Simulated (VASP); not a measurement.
Input of a VASP 6.6.1 run:

INCAR

```
SYSTEM = GaN
PREC = Accurate
ENCUT = 520
EDIFF = 1E-6
ISMEAR = 0
SIGMA = 0.03
LREAL = .False.
LASPH = .True.
NELM = 120
ALGO = Normal
ISIF = 2
LWAVE = .False.
LCHARG = .False.
LDIPOL = .True.
IDIPOL = 3
DIPOL = 0.5 0.5 0.294
NBANDS = 16
GGA_COMPAT = .False.
NELMDL = -8
```

The input KPOINTS:

```
Automatic mesh
0
Gamma
  12 12 1
  0 0 0
```

POSCAR

```
GaN
1.0
    3.1537363745      0.0000000000      0.0000000000
   -1.5768681872      2.7312158171      0.0000000000
    0.0000000000      0.0000000000     23.8000000000
Ga N
1 1
Direct
    0.3333333333      0.6666666667      0.2941176471
    0.6666666667      0.3333333333      0.2941176471
```

Potentials or basis: VASP PAW LDA potentials, release 64 (Ga_d, N).

Launch:

```console
$ cat potpaw_LDA.64/Ga_d/POTCAR potpaw_LDA.64/N/POTCAR > POTCAR
$ mpirun -np 1 vasp_std > vasp.out
```

Question: What does it give for the band gap on the k mesh?

Answer: 2.47 eV (least direct gap 2.68 eV).
